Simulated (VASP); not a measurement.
A run of VASP 6.6.1:

INCAR

```
SYSTEM = PbSe
PREC = Accurate
ENCUT = 520
EDIFF = 1E-6
ISMEAR = 0
SIGMA = 0.05
LREAL = .FALSE.
LASPH = .TRUE.
NELM = 60
ALGO = Normal
ISIF = 2
LWAVE = .FALSE.
LCHARG = .FALSE.
LDIPOL = .TRUE.
IDIPOL = 3
DIPOL = 0.5 0.5 0.500
GGA = PS
IBRION = 2
NSW = 80
EDIFFG = -0.02
KPAR = 4
```

KPOINTS

```
Automatic mesh
0
G
  8 8 1
  0 0 0
```

POSCAR

```
PbSe
1.0
    4.3155464023      0.0000000000      0.0000000000
    0.0000000000      4.3155464023      0.0000000000
    0.0000000000      0.0000000000     27.2062085023
Pb Se
5 5
Direct
    0.5000000000      0.5000000000      0.2756723709
    0.0000000000      0.0000000000      0.3878361854
    0.5000000000      0.5000000000      0.5000000000
    0.0000000000      0.0000000000      0.6121638146
    0.5000000000      0.5000000000      0.7243276291
    0.0000000000      0.0000000000      0.2756723709
    0.5000000000      0.5000000000      0.3878361854
    0.0000000000      0.0000000000      0.5000000000
    0.5000000000      0.5000000000      0.6121638146
    0.0000000000      0.0000000000      0.7243276291
```

Potentials or basis: VASP PAW PBE potentials, release 64 (Pb_d, Se).

Launch:

```bash
$ cat potpaw_PBE.64/Pb_d/POTCAR potpaw_PBE.64/Se/POTCAR > POTCAR
$ mpirun -np 4 vasp_std > vasp.out
```

Hardware: 4 MPI ranks on Intel(R) Xeon(R) Platinum 8488C (Sapphire Rapids) (shared host).

Q: Estimate the wall time of this run.

A: It took 18 min on 4 MPI ranks on Intel(R) Xeon(R) Platinum 8488C (Sapphire Rapids), with other jobs on the host, peak memory 0.76 GiB a rank. Counts: scf iterations 95, k points 15, ion steps 9.
